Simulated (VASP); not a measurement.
# Ga (I4/mmm) in VASP: further runs, part 2 of 2

VASP 6.6.1. The steps go on from the part before.

### 4 Single point, PBEsol (18.26 Å³/atom)

This run uses another cell than the first one, of 18.26 Å³/atom.

INCAR

```
SYSTEM = Ga
PREC = Accurate
ENCUT = 520
EDIFF = 1E-7
ISMEAR = 0
SIGMA = 0.1
LREAL = .False.
LASPH = .True.
NELM = 80
ALGO = Fast
ISIF = 2
LWAVE = .False.
LCHARG = .False.
GGA = PS
NBANDS = 12
```

KPOINTS

```
Automatic mesh
0
Gamma
  20 20 20
  0 0 0
```

POSCAR

```
Ga
1.0
   -1.4129810956      1.4129810956      2.2860620790
    1.4129810956     -1.4129810956      2.2860620790
    1.4129810956      1.4129810956     -2.2860620790
Ga
1
Direct
    0.0000000000      0.0000000000      0.0000000000
```

Potentials or basis: VASP PAW PBE potentials, release 64 (Ga_d).

Started as:

```console
> cat potpaw_PBE.64/Ga_d/POTCAR > POTCAR
> mpirun -np 1 vasp_std > vasp.out
```

OUTCAR:

```text
SYSTEM = Ga
   PREC = Accurate
   ENCUT = 520
   EDIFF = 1E-7
   ISMEAR = 0
   LREAL = .False.
   LASPH = .True.
   NELM = 80
   ISIF = 2
   GGA = PS

 ion  position               nearest neighbor table
   1  0.000  0.000  0.000-

  LATTYP: Found a body centered tetragonal cell.
 ALAT       =     2.8259621912
 C/A-ratio  =     1.6178999748

  Lattice vectors:

 A1 = (  -1.4129810956,   1.4129810956,   2.2860620790)
 A2 = (   1.4129810956,  -1.4129810956,   2.2860620790)
 A3 = (   1.4129810956,   1.4129810956,  -2.2860620790)

Analysis of symmetry for initial positions (statically):
=====================================================================
 Subroutine PRICEL returns:
 Original cell was already a primitive cell.

 Routine SETGRP: Setting up the symmetry group for a
 body centered tetragonal supercell.

 Subroutine GETGRP returns: Found 16 space group operations
 (whereof 16 operations were pure point group operations)
 out of a pool of 16 trial point group operations.

The static configuration has the point symmetry D_4h.

Analysis of symmetry for dynamics (positions and initial velocities):
=====================================================================
 Subroutine PRICEL returns:
 Original cell was already a primitive cell.

 Routine SETGRP: Setting up the symmetry group for a
 body centered tetragonal supercell.

 Subroutine GETGRP returns: Found 16 space group operations
 (whereof 16 operations were pure point group operations)
 out of a pool of 16 trial point group operations.

The dynamic configuration has the point symmetry D_4h.

 Subroutine INISYM returns: Found 16 space group operations
 (whereof 16 operations are pure point group operations),
 and found     1 'primitive' translations

----------------------------------------------------------------------------------------

                                     Primitive cell

  volume of cell :      18.2566

  direct lattice vectors                    reciprocal lattice vectors
    -1.412981096  1.412981096  2.286062079     0.000000000  0.353861776  0.218716720
     1.412981096 -1.412981096  2.286062079     0.353861776  0.000000000  0.218716720
     1.412981096  1.412981096 -2.286062079     0.353861776  0.353861776  0.000000000

  length of vectors
     3.036298895  3.036298895  3.036298895     0.415998991  0.415998991  0.500436123

  position of ions in fractional coordinates (direct lattice)
     0.000000000  0.000000000  0.000000000

  ion indices of the primitive-cell ions
   primitive index   ion index
                 1           1

----------------------------------------------------------------------------------------

 KPOINTS: Automatic mesh

Automatic generation of k-mesh.
 Grid dimensions read from file:
 generate k-points for:   20   20   20

 Generating k-lattice:

  Cartesian coordinates                     Fractional coordinates (reciprocal lattice)
     0.000000000  0.017693089  0.010935836     0.050000000  0.000000000 -0.000000000
     0.017693089  0.000000000  0.010935836     0.000000000  0.050000000 -0.000000000
     0.017693089  0.017693089  0.000000000     0.000000000  0.000000000  0.050000000

  Length of vectors
     0.020799950  0.020799950  0.025021806

  Shift w.r.t. Gamma in fractional coordinates (k-lattice)
     0.000000000  0.000000000  0.000000000

 Subroutine IBZKPT returns following result:
 ===========================================

 Found    641 irreducible k-points:

 Following reciprocal coordinates:
            Coordinates               Weight
  0.000000  0.000000  0.000000      1.000000
  0.050000  0.000000 -0.000000      8.000000
  0.100000  0.000000 -0.000000      8.000000
  0.150000  0.000000 -0.000000      8.000000
  0.200000  0.000000 -0.000000      8.000000
  0.250000  0.000000 -0.000000      8.000000
[... 16 lines left out ...]
 -0.400000  0.050000  0.000000     16.000000
 -0.350000  0.050000  0.000000     16.000000
 [... further k-points ...]
   k-points           NKPTS =    641   k-points in BZ     NKDIM =    641   number of bands    NBANDS=     12
   number of dos      NEDOS =    301   number of ions     NIONS =      1
   total plane-waves  NPLWV =  13824
   dimension x,y,z NGX =    24 NGY =   24 NGZ =   24
   dimension x,y,z NGXF=    48 NGYF=   48 NGZF=   48
   ions per type =               1
   NGX,Y,Z   is equivalent  to a cutoff of  13.14, 13.14, 13.14 a.u.
   NGXF,Y,Z  is equivalent  to a cutoff of  26.28, 26.28, 26.28 a.u.
 SYSTEM =  Ga
   PREC   = accura    normal or accurate (medium, high low for compatibility)
   ISTART =      0    job   : 0-new  1-cont  2-samecut
   ICHARG =      2    charge: 1-file 2-atom 10-const
   ISPIN  =      1    spin polarized calculation?
   LNONCOLLINEAR =      F non collinear calculations
   LSORBIT =      F    spin-orbit coupling
   LASPH  =      T    aspherical Exc in radial PAW
   ENCUT  =  520.0 eV  38.22 Ry    6.18 a.u.   5.65  5.65  5.65*2*pi/ulx,y,z
   NELM   =     80;   NELMIN=  2; NELMDL= -5     # of ELM steps
   EDIFF  = 0.1E-06   stopping-criterion for ELM
   LREAL  =      F    real-space projection
   EDIFFG = 0.1E-05   stopping-criterion for IOM
   NSW    =      0    number of steps for IOM
   IBRION =     -1    ionic relax: 0-MD 1-quasi-New 2-CG
   NFREE  =      0    steps in history (QN), initial steepest desc. (CG)
   ISIF   =      2    stress and relaxation
   ISYM   =      2    0-nonsym 1-usesym 2-fastsym
   POTIM  = 0.5000    time-step for ionic-motion
   TEBEG  =    0.0;   TEEND  =   0.0 temperature during run
   PSTRESS=    0.0 pullay stress
   NELECT =      13.0000    total number of electrons
   NUPDOWN=      -1.0000    fix difference up-down
   EMIN   =  10.00;   EMAX   =-10.00  energy-range for DOS
   EFERMI =   0.00;   METHOD = LEGACY
   ISMEAR =     0;   SIGMA  =   0.10  broadening in eV -4-tet -1-fermi 0-gaus
   EFERMI_NEDOS =   21; number of points for ismear=-14 and -15
   IALGO  =     68    algorithm
   IMIX   =      4    mixing-type and parameters
     AMIX     =   0.40;   BMIX     =  1.00
     AMIX_MAG =   1.60;   BMIX_MAG =  1.00
  volume/ion in A,a.u.               =      18.26       123.20
  Fermi-wavevector in a.u.,A,eV,Ry     =   1.461893  2.762578 29.077451  2.137132
  Thomas-Fermi vector in A             =   2.578171
   LORBIT       =      0    0 simple, 1 ext, 2 COOP (PROOUT), +10 PAW based schemes
   GGA     = PS    functional components
   LHFCALC =     F    Hartree Fock is set to
   AEXX    =    0.0000 exact exchange contribution
   IVDW    =     0    specifies the selected vdW correction
   LEPSILON=     F    determine dielectric tensor
   LRPA    =     F    only Hartree local field effects (RPA)
 non-spin polarized calculation
 RMM-DIIS sequential band-by-band and
 Gauss-broadening in eV      SIGMA  =   0.10
  energy-cutoff  :      520.00
  volume of cell :       18.26
 maximum number of plane-waves:       505
   NGX = 11   NGY = 11   NGZ = 11

 number of electron      12.9999993 magnetization

 Free energy of the ion-electron system (eV)
  ---------------------------------------------------
  ext. energy  EPLUGINS =         0.00000000
  ---------------------------------------------------
  free energy    TOTEN  =        -3.33341340 eV

  energy without entropy =       -3.33138952  energy(sigma->0) =       -3.33240146

 E-fermi :   5.7296     XC(G=0): -11.3157

 val. band max:        5.7286103509   @ k =  -0.4000  -0.4500   0.2000
 cond. band min:       5.7353815610   @ k =   0.2500   0.2500   0.2000
 fundamental gap:      0.0067712100
 Fermi energy:         5.7296469619

 k-point     1 :       0.0000    0.0000    0.0000
  band No.  band energies     occupation
      1      -9.2594      2.00000
      2      -9.1154      2.00000
      3      -9.1154      2.00000
      4      -9.1150      2.00000
      5      -8.9638      2.00000
      6      -5.5987      2.00000
      7      18.2249      0.00000
      8      18.3057      0.00000
      9      18.3057      0.00000
     10      21.8033      0.00000
     11      21.9964      0.00000
     12      22.5539      0.00000
[... 331 lines left out ...]
 k-point    24 :      -0.3500    0.0500    0.0000
  band No.  band energies     occupation
      1      -9.2225      2.00000
      2      -9.2009      2.00000
      3      -9.0865      2.00000
      4      -8.9847      2.00000
      5      -8.9552      2.00000
      6      -2.4877      2.00000
      7       6.3693      0.00000
      8      14.1680      0.00000
      9      17.1485      0.00000
     10      18.9316      0.00000
     11      20.9547      0.00000
     12      22.9848      0.00000

 [... further k-points ...]

------------------------ aborting loop because EDIFF is reached ----------------------------------------

  FORCE on cell =-STRESS in cart. coord.  units (eV):
  Direction    XX          YY          ZZ          XY          YZ          ZX
  --------------------------------------------------------------------------------------
  -------------------------------------------------------------------------------------
  Total       -0.1980886     -0.1980886     -0.1868961      0.0000000     -0.0000000      0.0000000
  in kB      -17.3839859    -17.3839859    -16.4017478      0.0000000     -0.0000000      0.0000000
  external PRESSURE =     -17.0565732 kB  Pullay stress =       0.0000000 kB

 VOLUME and BASIS-vectors are now :
 -----------------------------------------------------------------------------
  energy-cutoff  :      520.00
  volume of cell :       18.26
      direct lattice vectors                 reciprocal lattice vectors
    -1.412981096  1.412981096  2.286062079     0.000000000  0.353861776  0.218716720
     1.412981096 -1.412981096  2.286062079     0.353861776  0.000000000  0.218716720
     1.412981096  1.412981096 -2.286062079     0.353861776  0.353861776  0.000000000

 POSITION                                       TOTAL-FORCE (eV/Angst)
 -----------------------------------------------------------------------------------
      0.00000      0.00000      0.00000        -0.000000      0.000000      0.000000
 -----------------------------------------------------------------------------------
    total drift:                               -0.000000      0.000000      0.000000

  FREE ENERGIE OF THE ION-ELECTRON SYSTEM (eV)
  ---------------------------------------------------
  free  energy   TOTEN  =        -3.3334133953 eV

  energy  without entropy=       -3.3313895246  energy(sigma->0) =       -3.33240146
```

It took 60 s on 1 thread of Intel Xeon Platinum 8488C (Sapphire Rapids), shared host; peak memory 0.24 GiB.

Results:

* Free energy: -3.3334 eV
* Pressure: -1.7 GPa
* Band gap on the k mesh: zero (an odd number of electrons rules out a gap without spin polarisation)

Stress tensor (GPa, compression positive):
```
-1.74  0.00  0.00
 0.00 -1.74  0.00
 0.00  0.00 -1.64
```

Caveat: the PAW data sets were made with another functional, which shifts forces and pressure a little.

### 5 Single point, PBEsol (18.79 Å³/atom)

This run uses another cell than the first one, of 18.79 Å³/atom.

INCAR

```
PREC = Accurate
ENCUT = 520
EDIFF = 1E-6
ISMEAR = 0
SIGMA = 0.1
LREAL = False
LASPH = True
NELM = 80
ALGO = Fast
ISIF = 2
LWAVE = False
LCHARG = False
GGA = PS
NBANDS = 12
```

KPOINTS

```
regular mesh
0
Gamma
  20 20 20
```

POSCAR

```
Ga
1.0
   -1.4223213420      1.4223213420      2.3218486655
    1.4223213420     -1.4223213420      2.3218486655
    1.4223213420      1.4223213420     -2.3218486655
Ga
1
Direct
    0.0000000000      0.0000000000      0.0000000000
```

Started as:

```console
> cat potpaw_PBE.64/Ga_d/POTCAR > POTCAR
> mpirun -np 1 vasp_std > vasp.out
```

Run time: 54 s. Hardware: 1 thread of Intel Xeon Platinum 8488C (Sapphire Rapids), shared host; peak memory 0.25 GiB.

It converged, with:

* Free energy: -3.3259 eV
* Pressure: -3.0 GPa
* Band gap on the k mesh: zero (an odd number of electrons rules out a gap without spin polarisation)

Levels at points of the mesh, in eV from the Fermi level:
| k point | band 3 | band 4 | band 5 | band 6 | band 7 | band 8 | band 9 | band 10 |
| --- | --- | --- | --- | --- | --- | --- | --- | --- |
| (0.00, 0.00, 0.00) | -14.80 | -14.80 | -14.66 | -11.09 | 12.12 | 12.28 | 12.28 | 15.81 |
| (0.50, 0.00, 0.00) | -14.79 | -14.65 | -14.61 | -4.90 | -3.97 | 7.87 | 11.59 | 11.85 |
| (0.50, 0.50, 0.00) | -14.66 | -14.65 | -14.53 | -1.94 | -1.31 | 3.76 | 4.88 | 7.70 |
| (0.50, 0.50, 0.50) | -14.62 | -14.62 | -14.61 | -4.22 | -3.57 | 6.60 | 6.60 | 9.80 |

Caveat: the PAW data sets were made with another functional, which shifts forces and pressure a little.

### 6 Single point, PBEsol (16.66 Å³/atom)

This run uses another cell than the first one, of 16.66 Å³/atom.

INCAR

```
ALGO     = Normal         # electronic algorithm
EDIFF    = 1E-7           # SCF threshold, eV
ENCUT    = 520            # plane-wave cutoff, eV
GGA      = PS             # functional
ISIF     = 2              # what is computed and relaxed
ISMEAR   = 0              # smearing method
LASPH    = T              # aspherical terms in the spheres
LCHARG   = T              # write CHGCAR
LELF     = T              # ELF
LREAL    = F              # projectors in reciprocal space
LVHAR    = T            
LWAVE    = F              # write WAVECAR
NBANDS   = 12             # bands
NELM     = 60             # most SCF steps
PREC     = Accurate       # precision mode
SIGMA    = 0.1            # smearing width, eV
```

KPOINTS

```
k-points
0
Gamma
  20 20 20
```

POSCAR

```
Ga
1.0
   -1.3735703094      1.3735703094      2.2077483153
    1.3735703094     -1.3735703094      2.2077483153
    1.3735703094      1.3735703094     -2.2077483153
Ga
1
Direct
    0.0000000000      0.0000000000      0.0000000000
```

Potentials or basis: VASP PAW PBE potentials, release 64 (Ga_d).

Started as:

```console
> cat potpaw_PBE.64/Ga_d/POTCAR > POTCAR
> mpirun -np 1 vasp_std > vasp.out
```

Wall time 46 s (1 thread of Intel Xeon Platinum 8488C (Sapphire Rapids), shared host); peak memory 0.24 GiB.

Results (log left out):

```
Free energy            : -3.3219 eV
Pressure               : 4.4 GPa
Band gap on the k mesh : zero (an odd number of electrons rules out a gap without spin polarisation)
```

Levels at points of the mesh, in eV from the Fermi level:
```tsv
k point	band 2	band 3	band 4	band 5	band 6	band 7	band 8	band 9	band 10	band 11
(0.00, 0.00, 0.00)	-14.96	-14.96	-14.95	-14.78	-12.10	13.61	13.61	13.65	16.74	16.96
(0.50, 0.00, 0.00)	-15.09	-14.95	-14.74	-14.69	-5.04	-4.62	8.87	12.61	12.99	16.05
(0.50, 0.50, 0.00)	-15.20	-14.75	-14.74	-14.61	-2.42	-1.13	4.14	5.16	8.34	8.47
(0.50, 0.50, 0.50)	-15.20	-14.71	-14.70	-14.70	-4.07	-4.03	6.91	6.91	10.15	11.22
```

Caveat: the cell stands under pressure; the PAW data sets were made with another functional, which shifts forces and pressure a little.

### 7 Overview

```csv
cell,gap on the mesh (eV),pressure (GPa)
"a = 3.005 Å, angles 124.5, 124.5, 82.4°, 1 atom",none,0.1
"a = 3.036 Å, angles 124.5, 124.5, 82.3°, 1 atom",none,-1.7
"a = 3.072 Å, angles 124.8, 124.8, 81.8°, 1 atom",none,-3.0
"a = 2.941 Å, angles 124.3, 124.3, 82.7°, 1 atom",none,4.4
```

Alike in all rows: task single point; level PBEsol; potentials or basis VASP PAW PBE potentials, release 64 (Ga_d); no spin polarisation; k mesh 20 × 20 × 20; cutoff (eV) 520; smearing gaussian 0.1 eV.

Caveats: the PAW data sets were made with another functional, which shifts forces and pressure a little; the cell stands under pressure (at least some runs).

Absolute energies hang on the potentials; compare differences alone.

The gap in the log of VASP goes by the Fermi energy; the results here count the filled bands.